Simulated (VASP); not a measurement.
# CuO (P4/nmm) in VASP: notebook

Aim: see how the results for CuO move with the level of theory and the settings. Levels: PBE, LDA, PBEsol. Tasks: single point.

All numbers are computed with VASP 6.6.1; they aren't measurements. Logs are shortened: lines on timing, memory, paths and dates and some standing lists are left out, and cuts for length are marked.

### Step 1. The cell of the first run

The structure is tetragonal, space group P4/nmm (No. 129). Conventional cell: a = 3.217 Å, b = 3.217 Å, c = 4.711 Å, α = 90.00°, β = 90.00°, γ = 90.00°. Cu (site symmetry -4m2) has 4 O at 2.04 Å and 4 Cu at 2.27 Å within 2.7 Å. Within 2.7 Å of O (site symmetry 4mm) lie 4 Cu at 2.04 Å.

### Step 2. Single point, PBE

INCAR reads:

```
ALGO = Normal
EDIFF = 1E-6
ENCUT = 520
GGA = PE
ISIF = 2
ISMEAR = -1
LASPH = True
LCHARG = False
LREAL = False
LWAVE = False
NBANDS = 25
NELM = 100
PREC = Accurate
SIGMA = 0.05
```

KPOINTS reads:

```
k-points
0
Gamma
  8 8 6
```

POSCAR reads:

```
CuO
1.0
    3.2172831276      0.0000000000      0.0000000000
    0.0000000000      3.2172831276      0.0000000000
    0.0000000000      0.0000000000      4.7107169375
Cu O
2 2
Direct
    0.0000000000      0.0000000000      0.0000000000
    0.5000000000      0.5000000000      0.0000000000
    0.5000000000      0.0000000000      0.2670000000
    0.0000000000      0.5000000000      0.7330000000
```

Potentials or basis: VASP PAW PBE potentials, release 64 (Cu, O).

On the command line:

```console
> cat potpaw_PBE.64/Cu/POTCAR potpaw_PBE.64/O/POTCAR > POTCAR
> mpirun -np 1 vasp_std > vasp.out
```

OUTCAR:

```text
EDIFF = 1E-6
   ENCUT = 520
   GGA = PE
   ISIF = 2
   ISMEAR = -1
   LASPH = True
   LREAL = False
   NELM = 100
   PREC = Accurate

 ion  position               nearest neighbor table
   1  0.000  0.000  0.000-   3 2.04   4 2.04   4 2.04   3 2.04   2 2.27   2 2.27   2 2.27   2 2.27

   2  0.500  0.500  0.000-   3 2.04   4 2.04   3 2.04   4 2.04   1 2.27   1 2.27   1 2.27   1 2.27

   3  0.500  0.000  0.267-   1 2.04   2 2.04   2 2.04   1 2.04
   4  0.000  0.500  0.733-   1 2.04   2 2.04   1 2.04   2 2.04

  LATTYP: Found a simple tetragonal cell.
 ALAT       =     3.2172831276
 C/A-ratio  =     1.4641909806

  Lattice vectors:

 A1 = (   3.2172831276,   0.0000000000,   0.0000000000)
 A2 = (   0.0000000000,   3.2172831276,   0.0000000000)
 A3 = (   0.0000000000,   0.0000000000,   4.7107169375)

Analysis of symmetry for initial positions (statically):
=====================================================================
 Subroutine PRICEL returns:
 Original cell was already a primitive cell.

 Routine SETGRP: Setting up the symmetry group for a
 simple tetragonal supercell.

 Subroutine GETGRP returns: Found 16 space group operations
 (whereof  8 operations were pure point group operations)
 out of a pool of 16 trial point group operations.

The static configuration has the point symmetry D_2d.
 The point group associated with its full space group is D_4h.

Analysis of symmetry for dynamics (positions and initial velocities):
=====================================================================
 Subroutine PRICEL returns:
 Original cell was already a primitive cell.

 Routine SETGRP: Setting up the symmetry group for a
 simple tetragonal supercell.

 Subroutine GETGRP returns: Found 16 space group operations
 (whereof  8 operations were pure point group operations)
 out of a pool of 16 trial point group operations.

The dynamic configuration has the point symmetry D_2d.
 The point group associated with its full space group is D_4h.

 Subroutine INISYM returns: Found 16 space group operations
 (whereof  8 operations are pure point group operations),
 and found     1 'primitive' translations

----------------------------------------------------------------------------------------

                                     Primitive cell

  volume of cell :      48.7602

  direct lattice vectors                    reciprocal lattice vectors
     3.217283128  0.000000000  0.000000000     0.310821261  0.000000000  0.000000000
     0.000000000  3.217283128  0.000000000     0.000000000  0.310821261  0.000000000
     0.000000000  0.000000000  4.710716937     0.000000000  0.000000000  0.212281912

  length of vectors
     3.217283128  3.217283128  4.710716937     0.310821261  0.310821261  0.212281912

  position of ions in fractional coordinates (direct lattice)
     0.000000000  0.000000000  0.000000000
     0.500000000  0.500000000  0.000000000
     0.500000000  0.000000000  0.267000000
     0.000000000  0.500000000  0.733000000

  ion indices of the primitive-cell ions
   primitive index   ion index
                 1           1
                 2           2
                 3           3
                 4           4

----------------------------------------------------------------------------------------

 KPOINTS: k-points

Automatic generation of k-mesh.
 Grid dimensions read from file:
 generate k-points for:    8    8    6

 Generating k-lattice:

  Cartesian coordinates                     Fractional coordinates (reciprocal lattice)
     0.038852658  0.000000000  0.000000000     0.125000000  0.000000000  0.000000000
     0.000000000  0.038852658  0.000000000     0.000000000  0.125000000  0.000000000
     0.000000000  0.000000000  0.035380319     0.000000000  0.000000000  0.166666667

  Length of vectors
     0.038852658  0.038852658  0.035380319

  Shift w.r.t. Gamma in fractional coordinates (k-lattice)
     0.000000000  0.000000000  0.000000000

 Subroutine IBZKPT returns following result:
 ===========================================

 Found     60 irreducible k-points:

 Following reciprocal coordinates:
            Coordinates               Weight
  0.000000  0.000000  0.000000      1.000000
  0.125000  0.000000  0.000000      4.000000
  0.250000  0.000000  0.000000      4.000000
  0.375000  0.000000  0.000000      4.000000
  0.500000  0.000000  0.000000      2.000000
  0.125000  0.125000  0.000000      4.000000
[... 16 lines left out ...]
  0.375000  0.125000  0.166667     16.000000
  0.500000  0.125000  0.166667      8.000000
 [... further k-points ...]
   k-points           NKPTS =     60   k-points in BZ     NKDIM =     60   number of bands    NBANDS=     25
   number of dos      NEDOS =    301   number of ions     NIONS =      4
   total plane-waves  NPLWV =  20736
   dimension x,y,z NGX =    24 NGY =   24 NGZ =   36
   dimension x,y,z NGXF=    48 NGYF=   48 NGZF=   72
   ions per type =               2   2
   NGX,Y,Z   is equivalent  to a cutoff of  12.40, 12.40, 12.70 a.u.
   NGXF,Y,Z  is equivalent  to a cutoff of  24.80, 24.80, 25.41 a.u.
 SYSTEM =  unknown system
   PREC   = accura    normal or accurate (medium, high low for compatibility)
   ISTART =      0    job   : 0-new  1-cont  2-samecut
   ICHARG =      2    charge: 1-file 2-atom 10-const
   ISPIN  =      1    spin polarized calculation?
   LNONCOLLINEAR =      F non collinear calculations
   LSORBIT =      F    spin-orbit coupling
   LASPH  =      T    aspherical Exc in radial PAW
   ENCUT  =  520.0 eV  38.22 Ry    6.18 a.u.   5.98  5.98  8.76*2*pi/ulx,y,z
   NELM   =    100;   NELMIN=  2; NELMDL= -5     # of ELM steps
   EDIFF  = 0.1E-05   stopping-criterion for ELM
   LREAL  =      F    real-space projection
   EDIFFG = 0.1E-04   stopping-criterion for IOM
   NSW    =      0    number of steps for IOM
   IBRION =     -1    ionic relax: 0-MD 1-quasi-New 2-CG
   NFREE  =      0    steps in history (QN), initial steepest desc. (CG)
   ISIF   =      2    stress and relaxation
   ISYM   =      2    0-nonsym 1-usesym 2-fastsym
   POTIM  = 0.5000    time-step for ionic-motion
   TEBEG  =    0.0;   TEEND  =   0.0 temperature during run
   PSTRESS=    0.0 pullay stress
   NELECT =      34.0000    total number of electrons
   NUPDOWN=      -1.0000    fix difference up-down
   EMIN   =  10.00;   EMAX   =-10.00  energy-range for DOS
   EFERMI =   0.00;   METHOD = LEGACY
   ISMEAR =    -1;   SIGMA  =   0.05  broadening in eV -4-tet -1-fermi 0-gaus
   EFERMI_NEDOS =   21; number of points for ismear=-14 and -15
   IALGO  =     38    algorithm
   IMIX   =      4    mixing-type and parameters
     AMIX     =   0.40;   BMIX     =  1.00
     AMIX_MAG =   1.60;   BMIX_MAG =  1.00
  volume/ion in A,a.u.               =      12.19        82.26
  Fermi-wavevector in a.u.,A,eV,Ry     =   1.451708  2.743330 28.673682  2.107456
  Thomas-Fermi vector in A             =   2.569174
   LORBIT       =      0    0 simple, 1 ext, 2 COOP (PROOUT), +10 PAW based schemes
   GGA     = PE    functional components
   LHFCALC =     F    Hartree Fock is set to
   AEXX    =    0.0000 exact exchange contribution
   IVDW    =     0    specifies the selected vdW correction
   LEPSILON=     F    determine dielectric tensor
   LRPA    =     F    only Hartree local field effects (RPA)
 non-spin polarized calculation
  energy-cutoff  :      520.00
  volume of cell :       48.76
 maximum number of plane-waves:      1336
 NGX is ok and might be reduce to    24
   NGX = 11   NGY = 11   NGZ = 17

 number of electron      34.0000023 magnetization

 Free energy of the ion-electron system (eV)
  ---------------------------------------------------
  ext. energy  EPLUGINS =         0.00000000
  ---------------------------------------------------
  free energy    TOTEN  =       -16.29884287 eV

  energy without entropy =      -16.23976775  energy(sigma->0) =      -16.26930531

 E-fermi :   2.6775     XC(G=0): -10.5318

 val. band max:        2.6751950170   @ k =   0.5000   0.0000   0.0000
 cond. band min:       2.6836741930   @ k =   0.5000   0.0000   0.3333
 fundamental gap:      0.0084791760
 Fermi energy:         2.6774697017

 k-point     1 :       0.0000    0.0000    0.0000
  band No.  band energies     occupation
      1     -15.5636      2.00000
      2     -14.8203      2.00000
      3      -3.4586      2.00000
      4      -2.4545      2.00000
      5      -1.9718      2.00000
      6      -1.9718      2.00000
[... 17 lines left out ...]
     24      14.7180      0.00000
     25      17.4791      0.00000

 k-point     2 :       0.1250    0.0000    0.0000
  band No.  band energies     occupation
      1     -15.5055      2.00000
      2     -14.8175      2.00000
      3      -3.3172      2.00000
      4      -2.3508      2.00000
      5      -2.0603      2.00000
      6      -1.9744      2.00000
[... 17 lines left out ...]
     24      15.6009      0.00000
     25      17.2779      0.00000

 k-point     3 :       0.2500    0.0000    0.0000
  band No.  band energies     occupation
      1     -15.3505      2.00000
      2     -14.8216      2.00000
      3      -2.9386      2.00000
      4      -2.2073      2.00000
      5      -2.0777      2.00000
      6      -1.9139      2.00000
[... 17 lines left out ...]
     24      16.3308      0.00000
     25      16.6953      0.00000

 k-point     4 :       0.3750    0.0000    0.0000
  band No.  band energies     occupation
      1     -15.1526      2.00000
      2     -14.8650      2.00000
      3      -2.5462      2.00000
      4      -2.1021      2.00000
      5      -1.7960      2.00000
      6      -1.7524      2.00000
[... 17 lines left out ...]
     24      15.5874      0.00000
     25      16.4319      0.00000
[... 477 lines left out ...]
 k-point    22 :       0.2500    0.1250    0.1667
  band No.  band energies     occupation
      1     -15.2736      2.00000
      2     -14.8392      2.00000
      3      -2.9562      2.00000
      4      -2.3477      2.00000
      5      -1.9390      2.00000
      6      -1.7355      2.00000
[... 17 lines left out ...]
     24      15.7782      0.00000
     25      17.7845      0.00000

 k-point    23 :       0.3750    0.1250    0.1667
  band No.  band energies     occupation
      1     -15.0971      2.00000
      2     -14.8613      2.00000
      3      -2.7706      2.00000
      4      -2.1679      2.00000
      5      -1.8065      2.00000
      6      -1.6687      2.00000
[... 17 lines left out ...]
     24      15.8916      0.00000
     25      16.9041      0.00000

 k-point    24 :       0.5000    0.1250    0.1667
  band No.  band energies     occupation
      1     -14.9466      2.00000
      2     -14.9466      2.00000
      3      -2.4972      2.00000
      4      -2.4972      2.00000
      5      -1.6251      2.00000
      6      -1.6251      2.00000
[... 17 lines left out ...]
     24      15.5930      0.00000
     25      16.9530      0.00000

 [... further k-points ...]

------------------------ aborting loop because EDIFF is reached ----------------------------------------

  FORCE on cell =-STRESS in cart. coord.  units (eV):
  Direction    XX          YY          ZZ          XY          YZ          ZX
  --------------------------------------------------------------------------------------
  -------------------------------------------------------------------------------------
  Total        6.6633289      6.6633289     -3.4937914      0.0000000      0.0000000      0.0000000
  in kB      218.9456193    218.9456193   -114.8000237      0.0000000      0.0000000      0.0000000
  external PRESSURE =     107.6970716 kB  Pullay stress =       0.0000000 kB

 VOLUME and BASIS-vectors are now :
 -----------------------------------------------------------------------------
  energy-cutoff  :      520.00
  volume of cell :       48.76
      direct lattice vectors                 reciprocal lattice vectors
     3.217283128  0.000000000  0.000000000     0.310821261  0.000000000  0.000000000
     0.000000000  3.217283128  0.000000000     0.000000000  0.310821261  0.000000000
     0.000000000  0.000000000  4.710716937     0.000000000  0.000000000  0.212281912

 POSITION                                       TOTAL-FORCE (eV/Angst)
 -----------------------------------------------------------------------------------
      0.00000      0.00000      0.00000        -0.000000      0.000000      0.000000
      1.60864      1.60864      0.00000         0.000000      0.000000      0.000000
      1.60864      0.00000      1.25776         0.000000      0.000000     -1.265207
      0.00000      1.60864      3.45296        -0.000000      0.000000      1.265207
 -----------------------------------------------------------------------------------
    total drift:                                0.000000     -0.000000     -0.000000

  FREE ENERGIE OF THE ION-ELECTRON SYSTEM (eV)
  ---------------------------------------------------
  free  energy   TOTEN  =       -16.2988428716 eV

  energy  without entropy=      -16.2397677521  energy(sigma->0) =      -16.26930531
```

Wall time 24 s (1 thread of Intel Xeon 6975P-C (Granite Rapids), shared host); peak memory 0.19 GiB.

Results:

- Free energy: -16.2988 eV
- Pressure: 10.8 GPa
- Largest force: 1.265 eV/Å
- Band gap on the k mesh: zero (band 17 reaches 3.09 eV, above the bottom of band 18 at 2.27 eV)

Forces in eV/Å, atoms in the order of the input:
```
Cu   0.000  0.000  0.000
Cu   0.000  0.000  0.000
O    0.000  0.000 -1.265
O    0.000  0.000  1.265
```

Caveat: semilocal functionals often make such compounds metallic where correlation or magnetic order opens a gap, which also shifts bond lengths; forces of over 1 eV/Å act on the atoms, so gaps and moduli don't describe the material at rest. With open d or f shells a metallic result of PBE can be an artefact of self-interaction; +U or a hybrid may open a gap.

[end of part 1 of 3]
